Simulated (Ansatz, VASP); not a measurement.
# MgO in VASP and in Ansatz

INCAR

```
SYSTEM = MgO
PREC = Accurate
ENCUT = 840
EDIFF = 1E-6
ISMEAR = 0
SIGMA = 0.01
LREAL = .False.
LASPH = .True.
NELM = 120
ALGO = Normal
ISIF = 2
LWAVE = .False.
LCHARG = .False.
GGA = CA
NBANDS = 15
GGA_COMPAT = .False.
```

The input KPOINTS:

```
regular mesh
0
Gamma
  7 7 6
  0 0 0
```

The input POSCAR:

```
MgO
1.0
    2.8574854232      0.0000000000      0.0000000000
   -1.4287427116      2.4746550094      0.0000000000
    0.0000000000      0.0000000000      2.6062268258
Mg O
1 1
Direct
    0.0000000000      0.0000000000      0.0000000000
    0.3333333333      0.6666666667      0.5000000000
```

Input for Ansatz:

```yaml
crystal:
  lattice:
    - [2.8574854232075233, 0.0, 0.0]
    - [-1.4287427116037617, 2.4746550094312574, 0.0]
    - [0.0, 0.0, 2.606226825842144]
  atoms:
    - { symbol: Mg, position: [0.0, 0.0, 0.0] }
    - { symbol: O, position: [0.3333333333333333, 0.6666666666666666, 0.5] }
accuracy: medium
basis:
  ecutwfc: 500.0
kpoints:
  mp_grid:
    grid: [7, 7, 6]
hamiltonian:
  xc: lda
scf:
  max_iter: 200
  convergence:
    dr2_threshold: 1.0e-06
  occupations:
    method: fixed
output:
  stress: true
```

Alike in both runs: task single point; functional LDA; k mesh 7 × 7 × 6; no spin polarisation.

|  | VASP | Ansatz |
| --- | --- | --- |
| version | VASP 6.6.1 | Ansatz 0.2.0 |
| potentials or method | VASP PAW LDA potentials, release 64 (Mg_sv, O), cutoff 840 eV | plane waves, PAW |
| occupations | gaussian, width 0.01 eV | fixed |
| valence electrons in the cell | 16 | 16 |

Ansatz gave:

```
pressure (GPa)                                                : 2.7
traceless stress, the component that is largest in VASP (GPa) : 1.25
```

Problem. Estimate VASP's values.

Solution. Pressure (GPa): 3.2; traceless stress, the component that is largest in VASP (GPa): 1.41.

LDA's correlation is that of Perdew and Zunger in VASP and of Perdew and Wang (1992) in Ansatz. Ansatz's warnings: stress scf threshold loose.
